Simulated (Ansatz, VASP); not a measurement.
**One calculation of Cu, two programs**

```
Cu
1.0
    -1.47326    1.47326    1.38198
     1.47326   -1.47326    1.38198
     2.94652    2.94652    0.00000
Cu
2
Direct
  0.99638 0.92597 0.00000
  0.50362 0.57403 0.50000
```

Change from the starting cell: mode 1 frozen in at -0.147 Å and mode 5 at -0.107 Å (largest displacements).

Alike in both runs: task single point; functional PBE; k mesh 20 × 20 × 12; occupations gaussian, width 0.15 eV; no spin polarisation.

|  | VASP | Ansatz |
| --- | --- | --- |
| version | VASP 6.6.1 | Ansatz 0.2.0 |
| potentials or method | VASP PAW PBE potentials, release 64 (Cu), cutoff 520 eV | scalar-relativistic, plane waves, PAW |
| valence electrons in the cell | 22 | 38 |

Ansatz gave:

* gap on the k mesh at the Fermi level (eV): none
* pressure (GPa): 1.1
* traceless stress, the component that is largest in VASP (GPa): -2.12
* rms of the force components (eV/Å): 0.316

Question: What did VASP give for the same quantities?

Answer: gap on the k mesh at the Fermi level (eV): none; pressure (GPa): 2.4; traceless stress, the component that is largest in VASP (GPa): -2.10; rms of the force components (eV/Å): 0.316.

Atom by atom the forces differ by 0.001 eV/Å (rms over components). A gap of «none» marks a metal or a gap that the smearing closes. The functional is the same, so the differences come from potentials, cutoffs and numerics. VASP's potentials hold 22 valence electrons a cell and Ansatz's 38, so a difference there can come from the potentials and not from the codes.
